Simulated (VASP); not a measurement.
# Li2S (Fm-3m) in VASP: notebook, part 2 of 2

VASP 6.6.1. Earlier steps stand in the parts before.

## 5. Single point, PBE

INCAR reads:

```
SYSTEM = Li2S
PREC = Accurate
ENCUT = 750
EDIFF = 1E-6
ISMEAR = -1
SIGMA = 0.02
LREAL = .FALSE.
LASPH = .TRUE.
NELM = 120
ALGO = Normal
ISIF = 2
LWAVE = .FALSE.
LCHARG = .FALSE.
GGA = PE
NBANDS = 13
GGA_COMPAT = .FALSE.
```

KPOINTS reads:

```
regular mesh
0
G
  4 4 4
  0 0 0
```

POSCAR reads:

```
Li2S
1.0
    0.0000000000      2.8351678429      2.8351678429
    2.8351678429      0.0000000000      2.8351678429
    2.8351678429      2.8351678429      0.0000000000
Li S
2 1
Direct
    0.7500000000      0.7500000000      0.7500000000
    0.2500000000      0.2500000000      0.2500000000
    0.0000000000      0.0000000000      0.0000000000
```

Potentials or basis: VASP PAW PBE potentials, release 64 (Li_sv, S).

On the command line:

```
$ cat potpaw_PBE.64/Li_sv/POTCAR potpaw_PBE.64/S/POTCAR > POTCAR
$ mpirun -np 1 vasp_std > vasp.out
```

OUTCAR:

```text
SYSTEM = Li2S
   PREC = Accurate
   ENCUT = 750
   EDIFF = 1E-6
   ISMEAR = -1
   LREAL = .FALSE.
   LASPH = .TRUE.
   NELM = 120
   ISIF = 2
   GGA = PE

 ion  position               nearest neighbor table
   1  0.750  0.750  0.750-   3 2.46   3 2.46   3 2.46   3 2.46
   2  0.250  0.250  0.250-   3 2.46   3 2.46   3 2.46   3 2.46
   3  0.000  0.000  0.000-   1 2.46   1 2.46   2 2.46   2 2.46   1 2.46   1 2.46   2 2.46   2 2.46

  LATTYP: Found a face centered cubic cell.
 ALAT       =     5.6703356858

  Lattice vectors:

 A1 = (   0.0000000000,   2.8351678429,   2.8351678429)
 A2 = (   2.8351678429,   0.0000000000,   2.8351678429)
 A3 = (   2.8351678429,   2.8351678429,   0.0000000000)

Analysis of symmetry for initial positions (statically):
=====================================================================
 Subroutine PRICEL returns:
 Original cell was already a primitive cell.

 Routine SETGRP: Setting up the symmetry group for a
 face centered cubic supercell.

 Subroutine GETGRP returns: Found 48 space group operations
 (whereof 48 operations were pure point group operations)
 out of a pool of 48 trial point group operations.

The static configuration has the point symmetry O_h .

Analysis of symmetry for dynamics (positions and initial velocities):
=====================================================================
 Subroutine PRICEL returns:
 Original cell was already a primitive cell.

 Routine SETGRP: Setting up the symmetry group for a
 face centered cubic supercell.

 Subroutine GETGRP returns: Found 48 space group operations
 (whereof 48 operations were pure point group operations)
 out of a pool of 48 trial point group operations.

The dynamic configuration has the point symmetry O_h .

 Subroutine INISYM returns: Found 48 space group operations
 (whereof 48 operations are pure point group operations),
 and found     1 'primitive' translations

----------------------------------------------------------------------------------------

                                     Primitive cell

  volume of cell :      45.5792

  direct lattice vectors                    reciprocal lattice vectors
     0.000000000  2.835167843  2.835167843    -0.176356402  0.176356402  0.176356402
     2.835167843  0.000000000  2.835167843     0.176356402 -0.176356402  0.176356402
     2.835167843  2.835167843  0.000000000     0.176356402  0.176356402 -0.176356402

  length of vectors
     4.009532815  4.009532815  4.009532815     0.305458249  0.305458249  0.305458249

  position of ions in fractional coordinates (direct lattice)
     0.750000000  0.750000000  0.750000000
     0.250000000  0.250000000  0.250000000
     0.000000000  0.000000000  0.000000000

  ion indices of the primitive-cell ions
   primitive index   ion index
                 1           1
                 2           2
                 3           3

----------------------------------------------------------------------------------------

 KPOINTS: regular mesh

Automatic generation of k-mesh.
 Grid dimensions read from file:
 generate k-points for:    4    4    4

 Generating k-lattice:

[... 23 lines left out ...]
 -0.250000  0.250000  0.000000     12.000000
  0.500000  0.500000  0.000000      3.000000
 -0.250000  0.500000  0.250000      6.000000
   k-points           NKPTS =      8   k-points in BZ     NKDIM =      8   number of bands    NBANDS=     13
   number of dos      NEDOS =    301   number of ions     NIONS =      3
   total plane-waves  NPLWV =  46656
   dimension x,y,z NGX =    36 NGY =   36 NGZ =   36
   dimension x,y,z NGXF=    72 NGYF=   72 NGZF=   72
   ions per type =               2   1
   NGX,Y,Z   is equivalent  to a cutoff of  14.93, 14.93, 14.93 a.u.
   NGXF,Y,Z  is equivalent  to a cutoff of  29.85, 29.85, 29.85 a.u.
 SYSTEM =  Li2S
   PREC   = accura    normal or accurate (medium, high low for compatibility)
   ISTART =      0    job   : 0-new  1-cont  2-samecut
   ICHARG =      2    charge: 1-file 2-atom 10-const
   ISPIN  =      1    spin polarized calculation?
   LNONCOLLINEAR =      F non collinear calculations
   LSORBIT =      F    spin-orbit coupling
   LASPH  =      T    aspherical Exc in radial PAW
   ENCUT  =  750.0 eV  55.12 Ry    7.42 a.u.   8.95  8.95  8.95*2*pi/ulx,y,z
   NELM   =    120;   NELMIN=  2; NELMDL= -5     # of ELM steps
   EDIFF  = 0.1E-05   stopping-criterion for ELM
   LREAL  =      F    real-space projection
   EDIFFG = 0.1E-04   stopping-criterion for IOM
   NSW    =      0    number of steps for IOM
   IBRION =     -1    ionic relax: 0-MD 1-quasi-New 2-CG
   NFREE  =      0    steps in history (QN), initial steepest desc. (CG)
   ISIF   =      2    stress and relaxation
   ISYM   =      2    0-nonsym 1-usesym 2-fastsym
   POTIM  = 0.5000    time-step for ionic-motion
   TEBEG  =    0.0;   TEEND  =   0.0 temperature during run
   PSTRESS=    0.0 pullay stress
   NELECT =      12.0000    total number of electrons
   NUPDOWN=      -1.0000    fix difference up-down
   EMIN   =  10.00;   EMAX   =-10.00  energy-range for DOS
   EFERMI =   0.00;   METHOD = LEGACY
   ISMEAR =    -1;   SIGMA  =   0.02  broadening in eV -4-tet -1-fermi 0-gaus
   EFERMI_NEDOS =   21; number of points for ismear=-14 and -15
   IALGO  =     38    algorithm
   IMIX   =      4    mixing-type and parameters
     AMIX     =   0.40;   BMIX     =  1.00
     AMIX_MAG =   1.60;   BMIX_MAG =  1.00
  volume/ion in A,a.u.               =      15.19       102.53
  Fermi-wavevector in a.u.,A,eV,Ry     =   1.049252  1.982799 14.979059  1.100930
  Thomas-Fermi vector in A             =   2.184207
   LORBIT       =      0    0 simple, 1 ext, 2 COOP (PROOUT), +10 PAW based schemes
   GGA     = PE    functional components
   LHFCALC =     F    Hartree Fock is set to
   AEXX    =    0.0000 exact exchange contribution
   IVDW    =     0    specifies the selected vdW correction
   LEPSILON=     F    determine dielectric tensor
   LRPA    =     F    only Hartree local field effects (RPA)
 non-spin polarized calculation
  energy-cutoff  :      750.00
  volume of cell :       45.58
 maximum number of plane-waves:      2148
   NGX = 17   NGY = 17   NGZ = 17

 number of electron      11.9999997 magnetization

 Free energy of the ion-electron system (eV)
  ---------------------------------------------------
  ext. energy  EPLUGINS =         0.00000000
  ---------------------------------------------------
  free energy    TOTEN  =       -11.98469801 eV

  energy without entropy =      -11.98469801  energy(sigma->0) =      -11.98469801

 E-fermi :   2.1051     XC(G=0):  -8.5612

 val. band max:        1.5608185325   @ k =   0.0000   0.0000   0.0000
 cond. band min:       4.9343406667   @ k =   0.5000   0.5000   0.0000
 fundamental gap:      3.3735221342
 Fermi energy:         2.1050809797

 k-point     1 :       0.0000    0.0000    0.0000
  band No.  band energies     occupation
      1     -42.5930      2.00000
      2     -42.5480      2.00000
      3      -9.5023      2.00000
      4       1.5608      2.00000
      5       1.5608      2.00000
      6       1.5608      2.00000
      7       5.8999      0.00000
      8       7.7920      0.00000
      9       7.7920      0.00000
     10       7.7920      0.00000
     11      12.7745      0.00000
     12      12.7745      0.00000
     13      14.0561      0.00000
[... 98 lines left out ...]
  band No.  band energies     occupation
      1     -42.5693      2.00000
      2     -42.5693      2.00000
      3      -8.9153      2.00000
      4      -0.2956      2.00000
      5      -0.2956      2.00000
      6      -0.2357      2.00000
      7       7.0518      0.00000
      8       8.8966      0.00000
      9      10.5035      0.00000
     10      10.5035      0.00000
     11      13.5924      0.00000
     12      13.5924      0.00000
     13      14.2646      0.00000

------------------------ aborting loop because EDIFF is reached ----------------------------------------

  FORCE on cell =-STRESS in cart. coord.  units (eV):
  Direction    XX          YY          ZZ          XY          YZ          ZX
  --------------------------------------------------------------------------------------
  -------------------------------------------------------------------------------------
  Total        0.1836596      0.1836596      0.1836596      0.0000000      0.0000000     -0.0000000
  in kB        6.4559159      6.4559159      6.4559159      0.0000000      0.0000000     -0.0000000
  external PRESSURE =       6.4559159 kB  Pullay stress =       0.0000000 kB

 VOLUME and BASIS-vectors are now :
 -----------------------------------------------------------------------------
  energy-cutoff  :      750.00
  volume of cell :       45.58
      direct lattice vectors                 reciprocal lattice vectors
     0.000000000  2.835167843  2.835167843    -0.176356402  0.176356402  0.176356402
     2.835167843  0.000000000  2.835167843     0.176356402 -0.176356402  0.176356402
     2.835167843  2.835167843  0.000000000     0.176356402  0.176356402 -0.176356402

 POSITION                                       TOTAL-FORCE (eV/Angst)
 -----------------------------------------------------------------------------------
      4.25275      4.25275      4.25275         0.000000      0.000000      0.000000
      1.41758      1.41758      1.41758        -0.000000     -0.000000     -0.000000
      0.00000      0.00000      0.00000         0.000000      0.000000      0.000000
 -----------------------------------------------------------------------------------
    total drift:                                0.000000      0.000000      0.000000

  FREE ENERGIE OF THE ION-ELECTRON SYSTEM (eV)
  ---------------------------------------------------
  free  energy   TOTEN  =       -11.9846980055 eV

  energy  without entropy=      -11.9846980055  energy(sigma->0) =      -11.98469801
```

It took 11 s on 1 thread of Intel Xeon Platinum 8375C at 2.90GHz (Ice Lake), shared host; peak memory 0.19 GiB.

What came out:

```
Free energy            : -11.9847 eV
Pressure               : 0.6 GPa
Band gap on the k mesh : 3.37 eV (least direct gap 4.34 eV)
```

Caveat: the k points lie up to 0.48 Å⁻¹ apart.

## 6. Single point, PBE

INCAR reads:

```
PREC = Accurate
ENCUT = 750
EDIFF = 1E-6
ISMEAR = 0
SIGMA = 0.0037
LREAL = F
LASPH = T
NELM = 120
ALGO = Normal
ISIF = 2
LWAVE = F
LCHARG = T
GGA = PE
LELF = T
LVHAR = T
NBANDS = 13
GGA_COMPAT = F
```

KPOINTS reads:

```
regular mesh
0
Gamma
  4 4 4
```

POSCAR is that of step 5.

Potentials or basis: VASP PAW PBE potentials, release 64 (Li_sv, S).

On the command line:

```
$ cat potpaw_PBE.64/Li_sv/POTCAR potpaw_PBE.64/S/POTCAR > POTCAR
$ mpirun -np 1 vasp_std > vasp.out
```

Wall time 12 s (1 thread of Intel Xeon Platinum 8375C at 2.90GHz (Ice Lake), shared host); peak memory 0.19 GiB.

It converged, with:

```yaml
Free_energy: -11.9847 eV
Pressure: 0.6 GPa
Band_gap_on_the_k_mesh: 3.37 eV (least direct gap 4.34 eV)
```

Levels at points of the mesh, in eV from the valence-band top:
| k point | band 2 | band 3 | band 4 | band 5 | band 6 | band 7 | band 8 | band 9 | band 10 | band 11 |
| --- | --- | --- | --- | --- | --- | --- | --- | --- | --- | --- |
| (0.00, 0.00, 0.00) | -44.11 | -11.06 | 0.00 | 0.00 | 0.00 | 4.34 | 6.23 | 6.23 | 6.23 | 11.21 |
| (0.50, 0.00, 0.00) | -44.13 | -10.62 | -2.93 | -0.52 | -0.52 | 6.17 | 6.58 | 6.58 | 8.48 | 12.90 |
| (0.50, 0.50, 0.00) | -44.12 | -10.49 | -2.20 | -1.45 | -1.45 | 3.37 | 7.12 | 11.20 | 11.20 | 12.26 |

Caveat: the k points lie up to 0.48 Å⁻¹ apart. A k mesh can miss the band edges.

## 7. Summary

```tsv
smearing	gap on the mesh (eV)	pressure (GPa)
gaussian 0.1 eV	3.38	0.7
methfessel-paxton 0.272114 eV	3.37	0.6
fermi-dirac 0.02 eV	3.37	0.6
gaussian 0.0037 eV	3.37	0.6
```

Alike in all rows: task single point; level PBE; potentials or basis VASP PAW PBE potentials, release 64 (Li_sv, S); no spin polarisation; cell as given; k mesh 4 × 4 × 4; cutoff (eV) 750.

Caveats: all runs use coarse meshes.

Absolute energies hang on the potentials; compare differences alone.
